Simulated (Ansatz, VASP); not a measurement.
La3O: VASP beside Ansatz

INCAR

```
ALGO     = Normal         # electronic algorithm
EDIFF    = 1E-6           # SCF threshold, eV
ENCUT    = 520            # plane-wave cutoff, eV
GGA      = PE             # functional
ISIF     = 2              # what is computed and relaxed
ISMEAR   = 0              # smearing method
LASPH    = True           # aspherical terms in the spheres
LCHARG   = True           # write CHGCAR
LELF     = True           # ELF
LREAL    = False          # projectors in reciprocal space
LVHAR    = True         
LWAVE    = False          # write WAVECAR
NBANDS   = 28             # bands
NELM     = 80             # most SCF steps
PREC     = Accurate       # precision mode
SIGMA    = 0.1            # smearing width, eV
```

File KPOINTS:

```
k-points
0
Gamma
  3 3 6
```

Contents of POSCAR:

```
La3O
1.0
    5.7652384800      0.0000000000      0.0000000000
   -2.8826192400      4.9928429800      0.0000000000
    0.0000000000      0.0000000000      3.5394970200
La O
3 1
Direct
    0.5000000000      0.0000000000      0.0000000000
    0.0000000000      0.5000000000      0.0000000000
    0.5000000000      0.5000000000      0.0000000000
    0.0000000000      0.0000000000      0.5000000000
```

Input for Ansatz:

```yaml
crystal:
  lattice:
    - [5.76523848, 0.0, 0.0]
    - [-2.88261924, 4.99284298, 0.0]
    - [0.0, 0.0, 3.53949702]
  atoms:
    - { symbol: La, position: [0.5, 0.0, 0.0] }
    - { symbol: La, position: [0.0, 0.5, 0.0] }
    - { symbol: La, position: [0.5, 0.5, 0.0] }
    - { symbol: O, position: [0.0, 0.0, 0.5] }
basis:
  ecutwfc: 420
kpoints:
  mp_grid: { grid: [3, 3, 6] }
hamiltonian:
  xc: pbe
scf:
  occupations: { method: gaussian, width: 0.1 }
  lower_state_search: "off"
output:
  forces: true
  stress: true
  eigenvalues: true
```

Alike in both runs: task single point; functional PBE; k mesh 3 × 3 × 6; occupations gaussian, width 0.1 eV; no spin polarisation.

|  | VASP | Ansatz |
| --- | --- | --- |
| version | VASP 6.6.1 | Ansatz 0.2.0 |
| potentials or method | VASP PAW PBE potentials, release 64 (La, O), cutoff 520 eV | scalar-relativistic, plane waves, PAW |
| valence electrons in the cell | 39 | 39 |

```csv
,VASP,Ansatz,Ansatz less VASP
gap on the k mesh at the Fermi level (eV),none,none,-
pressure (GPa),3.3,3.4,+0.02
"traceless stress, the component that is largest in VASP (GPa)",-9.48,-9.47,+0.016
```

A gap of «none» marks a metal or a gap that the smearing closes.

The k mesh is coarse, so the values compare programs but aren't converged. Neither program's run includes spin-orbit coupling.
